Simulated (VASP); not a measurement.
## SiO2: single point with PBE

SiO2:

```
CELL_PARAMETERS angstrom
-2.51337 2.51337 3.68939
2.51337 -2.51337 3.68939
2.51337 2.51337 -3.68939
ATOMIC_POSITIONS crystal
Si 0.00000 0.00000 0.00000
Si 0.75000 0.25000 0.50000
O 0.93717 0.62500 0.81217
O 0.37500 0.18717 0.31217
O 0.81283 0.12500 0.18783
O 0.87500 0.06283 0.68783
```

This cell differs from its parent crystal: atoms displaced along a vibrational mode.

| Property | Result |
| --- | --- |
| Program | VASP 6.6.1 |
| Task | single point |
| Functional | PBE |
| Potentials or basis | VASP PAW PBE potentials, release 64 (Si, O) |
| Cutoff | 520 eV |
| k mesh | 6 × 6 × 6 |
| Occupations | gaussian, width 0.05 eV |
| Spin | no spin polarisation |
| Dipole correction | no |
| Further INCAR settings | ALGO = Normal; EDIFF = 1e-07; NBANDS = 25 |

```yaml
Pressure: 9.6 GPa
Largest_force: 0.522 eV/Å
Band_gap_on_the_k_mesh: 5.79 eV
```

Forces in eV/Å, atoms in the order of the input:
```
Si   0.000  0.000  0.000
Si   0.000  0.000  0.000
O    0.000  0.522  0.000
O    0.522  0.000  0.000
O    0.000 -0.522  0.000
O   -0.522  0.000  0.000
```

Stress tensor (GPa, compression positive):
```
9.94 0.00 0.00
0.00 9.94 0.00
0.00 0.00 8.88
```

Levels at points of the mesh, in eV from the valence-band top:
```
           k point  band 14  band 15  band 16  band 17  band 18  band 19
(0.00, 0.00, 0.00)    -0.36     0.00     0.00     5.79     8.99     9.77
(0.50, 0.00, 0.00)    -0.94    -0.83    -0.07     8.20     8.56     9.24
(0.50, 0.50, 0.00)    -1.30    -0.56    -0.56     8.82     8.82    10.64
(0.50, 0.50, 0.50)    -1.52    -0.50    -0.50     8.70     8.70    11.01
```

It took 120 s on 1 thread of Intel Xeon 8259CL, on a shared host, peak memory 0.25 GiB.

Caveat: the cell differs from its parent crystal (atoms displaced along a vibrational mode); the cell stands under pressure. A k mesh can miss the band edges.
